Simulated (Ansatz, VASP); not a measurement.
# NiMoIrPdW in VASP and in Ansatz

INCAR

```
ALGO = Normal
EDIFF = 1E-6
ENCUT = 520
GGA = PE
ISIF = 2
ISMEAR = -1
ISPIN = 2
LASPH = True
LCHARG = True
LELF = True
LMAXMIX = 4
LORBIT = 11
LREAL = False
LVHAR = True
LWAVE = False
MAGMOM = 1 1 0 0.6 0
NBANDS = 40
NELM = 150
PREC = Accurate
SIGMA = 0.05
```

The input KPOINTS:

```
k-points
0
Gamma
  11 11 3
```

File POSCAR:

```
NiMoIrPdW
1.0
    2.3754535382     -1.4502161074      0.0091792242
    2.3754535382      1.4502161074      0.0091792242
   -2.2350296448      0.0000000000     11.0674899059
Ni Mo Pd Ir W
1 1 1 1 1
Direct
    0.4983800000      0.4983800000      0.2952500000
    0.3177300000      0.3177300000      0.9120700000
    0.2473300000      0.2473300000      0.4906100000
    0.7498200000      0.7498200000      0.1080200000
    0.6867300000      0.6867300000      0.6940600000
```

input.yaml

```yaml
crystal:
  lattice:
    - [2.3754535382, -1.4502161074, 0.0091792242]
    - [2.3754535382, 1.4502161074, 0.0091792242]
    - [-2.2350296448, 0.0, 11.0674899059]
  atoms:
    - { symbol: Ni, position: [0.49838, 0.49838, 0.29525], spin: 1.0 }
    - { symbol: Mo, position: [0.31773, 0.31773, 0.91207], spin: 1.0 }
    - { symbol: Pd, position: [0.24733, 0.24733, 0.49061] }
    - { symbol: Ir, position: [0.74982, 0.74982, 0.10802], spin: 0.6 }
    - { symbol: W, position: [0.68673, 0.68673, 0.69406] }
hamiltonian:
  xc: pbe
  pseudopotentials: { kind: paw }
magnetization:
  spin_polarized: true
kpoints:
  mp_grid: { grid: [11, 11, 3] }
scf:
  occupations: { method: fermi_dirac, width: 0.05 }
output:
  forces: true
  stress: true
  eigenvalues: true
  write_density: true
  write_potential: true
  elf: true
  volumetric_format: npy
```

Alike in both runs: task single point; functional PBE; k mesh 11 × 11 × 3; occupations fermi-dirac, width 0.05 eV; collinear spin.

|  | VASP | Ansatz |
| --- | --- | --- |
| version | VASP 6.6.1 | Ansatz 0.2.0 |
| potentials or method | VASP PAW PBE potentials, release 64 (Ni, Mo_sv, Pd, Ir, W_sv) | Ansatz PAW |
| plane-wave cutoff (eV) | 520 | 420 |
| valence electrons in the cell | 57 | 81 |

|  | VASP | Ansatz | Ansatz less VASP |
| --- | --- | --- | --- |
| gap on the k mesh at the Fermi level (eV) | none | none | - |
| pressure (GPa) | -8.7 | -9.0 | -0.34 |
| traceless stress, the component that is largest in VASP (GPa) | 0.26 | 0.31 | +0.052 |
| rms of the force components (eV/Å) | 0.066 | 0.071 | +0.0046 |
| net moment per atom (μB) | 0.00 | 0.00 | 0.000 |

Atom by atom the forces differ by 0.006 eV/Å (rms over components). A gap of «none» marks a metal or a gap that the smearing closes. With one functional, cell and mesh, what is left measures potentials, basis and numerics. VASP's potentials hold 57 valence electrons a cell and Ansatz's 81, so a difference there can come from the potentials and not from the codes.

Neither program's run includes spin-orbit coupling.
